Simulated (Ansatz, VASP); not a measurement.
SnO2 in VASP and in Ansatz

```
Sn O
1.0
     4.39409    0.00000    0.00000
     0.00000    4.39409    0.00000
     0.00000    0.00000    3.10440
Sn O
2 4
Direct
  0.00000 0.00000 0.00000
  0.50000 0.50000 0.50000
  0.30584 0.30584 0.00000
  0.69416 0.69416 0.00000
  0.80584 0.19416 0.50000
  0.19416 0.80584 0.50000
```

Alike in both runs: task single point; functional PBE; k mesh 8 × 8 × 11; occupations fermi-dirac, width 0.05 eV; no spin polarisation.

```csv
,VASP,Ansatz
version,VASP 6.6.1,Ansatz 0.2.0
potentials or method,"VASP PAW PBE potentials, release 64 (Sn_d, O), cutoff 520 eV","all-electron LAPW, scalar-relativistic"
```

```tsv
	VASP	Ansatz	Ansatz less VASP
gap on the k mesh at the Fermi level (eV)	3.41	3.41	+0.004
rms of the force components (eV/Å)	0.014	0.001	-0.0131
```

Atom by atom the forces differ by 0.013 eV/Å (rms over components). Ansatz ran all-electron here, and VASP with PAW potentials.
